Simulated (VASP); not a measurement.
# AgB2 (P6/mmm) in VASP: a series of runs, part 2 of 4

VASP 6.6.1. The steps go on from the part before.

## Step 3: Electric field gradients, PBEsol (equal xx and yy strain of -1 %)

Input file INCAR:

```
SYSTEM = AgB2
  PREC = Accurate
  ENCUT = 520
  EDIFF = 1E-8
  ISMEAR = -1
  SIGMA = 0.05
  LREAL = .FALSE.
  LASPH = .TRUE.
  NELM = 100
  ALGO = Normal
  ISIF = 2
  LWAVE = .FALSE.
  LCHARG = .FALSE.
  GGA = PS
  LEFG = .TRUE.
  NBANDS = 16
```

Input file KPOINTS:

```
Automatic mesh
0
G
  16 16 13
  0 0 0
```

Input file POSCAR:

```
AgB2
1.0
    2.9700016241      0.0000000000      0.0000000000
   -1.4850008121      2.5720968558      0.0000000000
    0.0000000000      0.0000000000      3.2400000000
Ag B
1 2
Direct
    0.0000000000      0.0000000000      0.0000000000
    0.3333333333      0.6666666667      0.5000000000
    0.6666666667      0.3333333333      0.5000000000
```

Potentials or basis: VASP PAW PBE potentials, release 64 (Ag, B).

Launch:

```
$ cat potpaw_PBE.64/Ag/POTCAR potpaw_PBE.64/B/POTCAR > POTCAR
$ mpirun -np 1 vasp_std > vasp.out
```

OUTCAR:

```text
SYSTEM = AgB2
   PREC = Accurate
   ENCUT = 520
   EDIFF = 1E-8
   ISMEAR = -1
   LREAL = .FALSE.
   LASPH = .TRUE.
   NELM = 100
   ISIF = 2
   GGA = PS

 ion  position               nearest neighbor table
   1  0.000  0.000  0.000-   2 2.36   3 2.36   2 2.36   3 2.36   3 2.36   3 2.36   2 2.36   2 2.36
                             3 2.36   3 2.36   2 2.36   2 2.36
   2  0.333  0.667  0.500-   3 1.71   3 1.71   3 1.71   1 2.36   1 2.36   1 2.36   1 2.36   1 2.36
                             1 2.36
   3  0.667  0.333  0.500-   2 1.71   2 1.71   2 1.71   1 2.36   1 2.36   1 2.36   1 2.36   1 2.36
                             1 2.36

  LATTYP: Found a hexagonal cell.
 ALAT       =     2.9700016241
 C/A-ratio  =     1.0909084944

  Lattice vectors:

 A1 = (   2.9700016241,   0.0000000000,   0.0000000000)
 A2 = (  -1.4850008121,   2.5720968558,   0.0000000000)
 A3 = (   0.0000000000,   0.0000000000,   3.2400000000)

Analysis of symmetry for initial positions (statically):
=====================================================================
 Subroutine PRICEL returns:
 Original cell was already a primitive cell.

 Routine SETGRP: Setting up the symmetry group for a
 hexagonal supercell.

 Subroutine GETGRP returns: Found 24 space group operations
 (whereof 24 operations were pure point group operations)
 out of a pool of 24 trial point group operations.

The static configuration has the point symmetry D_6h.

Analysis of symmetry for dynamics (positions and initial velocities):
=====================================================================
 Subroutine PRICEL returns:
 Original cell was already a primitive cell.

 Routine SETGRP: Setting up the symmetry group for a
 hexagonal supercell.

 Subroutine GETGRP returns: Found 24 space group operations
 (whereof 24 operations were pure point group operations)
 out of a pool of 24 trial point group operations.

The dynamic configuration has the point symmetry D_6h.

 Subroutine INISYM returns: Found 24 space group operations
 (whereof 24 operations are pure point group operations),
 and found     1 'primitive' translations

----------------------------------------------------------------------------------------

                                     Primitive cell

  volume of cell :      24.7508

  direct lattice vectors                    reciprocal lattice vectors
     2.970001624  0.000000000  0.000000000     0.336700153  0.194393924  0.000000000
    -1.485000812  2.572096856  0.000000000     0.000000000  0.388787847  0.000000000
     0.000000000  0.000000000  3.240000000     0.000000000  0.000000000  0.308641975

  length of vectors
     2.970001624  2.970001624  3.240000000     0.388787847  0.388787847  0.308641975

  position of ions in fractional coordinates (direct lattice)
     0.000000000  0.000000000  0.000000000
     0.333333333  0.666666667  0.500000000
     0.666666667  0.333333333  0.500000000

  ion indices of the primitive-cell ions
   primitive index   ion index
                 1           1
                 2           2
                 3           3

[... 81 lines left out ...]
   PSTRESS=    0.0 pullay stress
   NELECT =      17.0000    total number of electrons
   NUPDOWN=      -1.0000    fix difference up-down
   EMIN   =  10.00;   EMAX   =-10.00  energy-range for DOS
   EFERMI =   0.00;   METHOD = LEGACY
   ISMEAR =    -1;   SIGMA  =   0.05  broadening in eV -4-tet -1-fermi 0-gaus
   EFERMI_NEDOS =   21; number of points for ismear=-14 and -15
   IALGO  =     38    algorithm
   IMIX   =      4    mixing-type and parameters
     AMIX     =   0.40;   BMIX     =  1.00
     AMIX_MAG =   1.60;   BMIX_MAG =  1.00
  volume/ion in A,a.u.               =       8.25        55.68
  Fermi-wavevector in a.u.,A,eV,Ry     =   1.444424  2.729566 28.386674  2.086362
  Thomas-Fermi vector in A             =   2.562721
   LORBIT       =      0    0 simple, 1 ext, 2 COOP (PROOUT), +10 PAW based schemes
   GGA     = PS    functional components
   LHFCALC =     F    Hartree Fock is set to
   AEXX    =    0.0000 exact exchange contribution
   IVDW    =     0    specifies the selected vdW correction
   LEPSILON=     F    determine dielectric tensor
   LRPA    =     F    only Hartree local field effects (RPA)
 non-spin polarized calculation
  energy-cutoff  :      520.00
  volume of cell :       24.75
 maximum number of plane-waves:       690
 NGX is ok and might be reduce to    24
   NGX = 11   NGY = 11   NGZ = 13

 number of electron      16.9999996 magnetization

 Free energy of the ion-electron system (eV)
  ---------------------------------------------------
  ext. energy  EPLUGINS =         0.00000000
  ---------------------------------------------------
  free energy    TOTEN  =       -14.68604497 eV

  energy without entropy =      -14.67443413  energy(sigma->0) =      -14.68023955

 E-fermi :  10.9500     XC(G=0): -13.5323

 val. band max:       10.9343551875   @ k =   0.1250   0.0000   0.3846
 cond. band min:      10.9618843619   @ k =   0.3125  -0.0000   0.3846
 fundamental gap:      0.0275291743
 Fermi energy:        10.9500346339

 k-point     1 :       0.0000    0.0000    0.0000
  band No.  band energies     occupation
      1      -3.6765      2.00000
      2       3.5867      2.00000
      3       4.1901      2.00000
      4       4.1901      2.00000
      5       5.7897      2.00000
      6       5.7897      2.00000
[... 433 lines left out ...]
      3       3.6852      2.00000
      4       3.7748      2.00000
      5       5.1470      2.00000
      6       5.6090      2.00000
[... 8 lines left out ...]
     15      25.1799      0.00000
     16      26.4980      0.00000

 [... further k-points ...]
[... 5 lines left out ...]
  --------------------------------------------------------------------------------------
  -------------------------------------------------------------------------------------
  Total        6.9343267      6.9343267     11.5160195     -0.0000000     -0.0000000      0.0000000
  in kB      448.8754612    448.8754612    745.4593339     -0.0000000     -0.0000000      0.0000000
  external PRESSURE =     547.7367521 kB  Pullay stress =       0.0000000 kB

 VOLUME and BASIS-vectors are now :
 -----------------------------------------------------------------------------
  energy-cutoff  :      520.00
  volume of cell :       24.75
      direct lattice vectors                 reciprocal lattice vectors
     2.970001624  0.000000000  0.000000000     0.336700153  0.194393924  0.000000000
    -1.485000812  2.572096856  0.000000000     0.000000000  0.388787847  0.000000000
     0.000000000  0.000000000  3.240000000     0.000000000  0.000000000  0.308641975

 POSITION                                       TOTAL-FORCE (eV/Angst)
 -----------------------------------------------------------------------------------
      0.00000      0.00000      0.00000         0.000000      0.000000      0.000000
     -0.00000      1.71473      1.62000         0.000000      0.000000      0.000000
      1.48500      0.85737      1.62000        -0.000000      0.000000      0.000000
 -----------------------------------------------------------------------------------
    total drift:                               -0.000000      0.000000      0.000000

  FREE ENERGIE OF THE ION-ELECTRON SYSTEM (eV)
  ---------------------------------------------------
  free  energy   TOTEN  =       -14.6860449726 eV

  energy  without entropy=      -14.6744341284  energy(sigma->0) =      -14.68023955

 Electric field gradients (V/A^2)
---------------------------------------------------------------------
 ion       V_xx      V_yy      V_zz      V_xy      V_xz      V_yz
---------------------------------------------------------------------
   1      37.835    37.835   -75.670    -0.001    -0.000     0.000
   2     -15.169   -15.169    30.338    -0.000     0.000     0.000
   3     -15.169   -15.169    30.338    -0.000     0.000     0.000
---------------------------------------------------------------------

 Electric field gradients after diagonalization (V/A^2)
 (convention: |V_zz| > |V_xx| > |V_yy|)
----------------------------------------------------------------------
 ion       V_xx      V_yy      V_zz     asymmetry (V_yy - V_xx)/ V_zz
----------------------------------------------------------------------
   1      37.836    37.834   -75.670       0.000
   2     -15.169   -15.169    30.338       0.000
   3     -15.169   -15.169    30.338       0.000
----------------------------------------------------------------------

           NMR quadrupolar parameters

 Cq : quadrupolar parameter    Cq=e*Q*V_zz/h
 eta: asymmetry parameters     (V_yy - V_xx)/ V_zz
 Q  : nuclear electric quadrupole moment in mb (millibarn)
----------------------------------------------------------------------
 ion       Cq(MHz)       eta       Q (mb)
----------------------------------------------------------------------
   1      -0.183       0.000       1.000
   2       0.073       0.000       1.000
   3       0.073       0.000       1.000
----------------------------------------------------------------------
```

OSZICAR:

```text
N       E                     dE             d eps       ncg     rms          rms(c)
DAV:   1     0.691810211476E+02    0.69181E+02   -0.79627E+03  6808   0.990E+02
DAV:   2    -0.175744694784E+02   -0.86755E+02   -0.79493E+02  8864   0.230E+02
DAV:   3    -0.192882186526E+02   -0.17137E+01   -0.17086E+01  7424   0.330E+01
DAV:   4    -0.192924700980E+02   -0.42514E-02   -0.42512E-02  8960   0.175E+00
DAV:   5    -0.192924943382E+02   -0.24240E-04   -0.24240E-04  7552   0.128E-01    0.197E+01
DAV:   6    -0.150258896353E+02    0.42666E+01   -0.86563E+00  7832   0.471E+01    0.170E+01
DAV:   7    -0.147540428713E+02    0.27185E+00   -0.15910E+00  7136   0.140E+01    0.834E+00
DAV:   8    -0.146889217280E+02    0.65121E-01   -0.10696E-01  8408   0.276E+00    0.172E+00
DAV:   9    -0.146871409163E+02    0.17808E-02   -0.50767E-03  7744   0.902E-01    0.190E-01
DAV:  10    -0.146860388738E+02    0.11020E-02   -0.16306E-03  7464   0.388E-01    0.743E-02
DAV:  11    -0.146860450001E+02   -0.61264E-05   -0.99531E-05  7704   0.810E-02    0.121E-02
DAV:  12    -0.146860450152E+02   -0.15111E-07   -0.15664E-06  8584   0.156E-02    0.388E-03
DAV:  13    -0.146860449748E+02    0.40457E-07   -0.21283E-07  7992   0.471E-03    0.111E-03
DAV:  14    -0.146860449726E+02    0.21607E-08   -0.13190E-08  5840   0.880E-04
   1 F= -.14686045E+02 E0= -.14680240E+02  d E =-.116108E-01
```

stdout:

```text
POSCAR found type information on POSCAR AgB
 POSCAR found :  2 types and       3 ions
 scaLAPACK will be used
 -----------------------------------------------------------------------------
|                                                                             |
|                                                                             |
|     You enforced a specific xc type in the INCAR file but a different       |
|     I HOPE YOU KNOW WHAT YOU ARE DOING!                                     |
|                                                                             |
 -----------------------------------------------------------------------------

 LDA part: xc-table for (Slater+PW92), standard interpolation
 POSCAR, INCAR and KPOINTS ok, starting setup
 FFT: planning ... GRIDC
 FFT: planning ... GRID_SOFT
 FFT: planning ... GRID
 WAVECAR not read
 entering main loop
ion   1

ion   2

ion   3
```

Run time: 50 s. Hardware: 1 thread of Intel Xeon Platinum 8259CL at 2.50GHz (Skylake/Cascade Lake), shared host; peak memory 0.2 GiB.

Results:

| Item | Value |
| --- | --- |
| Free energy | -14.6860 eV |
| Pressure | 54.8 GPa |

Levels at points of the mesh, in eV from the Fermi level:
| k point | band 5 | band 6 | band 7 | band 8 | band 9 | band 10 | band 11 | band 12 |
| --- | --- | --- | --- | --- | --- | --- | --- | --- |
| (0.00, 0.00, 0.00) | -5.16 | -5.16 | -3.50 | 1.10 | 1.10 | 5.64 | 5.69 | 5.69 |
| (0.50, 0.00, 0.00) | -5.48 | -4.58 | -3.41 | -3.28 | 2.80 | 4.36 | 5.96 | 6.61 |

Electric field gradients, principal values (V/Å²):
| atom | least | middle | greatest (by size) |
| --- | --- | --- | --- |
| 1 Ag | 37.834 | 37.836 | -75.670 |
| 2 B | -15.169 | -15.169 | 30.338 |
| 3 B | -15.169 | -15.169 | 30.338 |

Caveat: the cell differs from its parent crystal (equal xx and yy strain of -1 %); without QUAD_EFG the Cq values of the log hold for a quadrupole moment of 1 mb, not for the nuclei; the PAW data sets were made with another functional, which shifts forces and pressure a little.

(Part 2 of 4 ends here.)
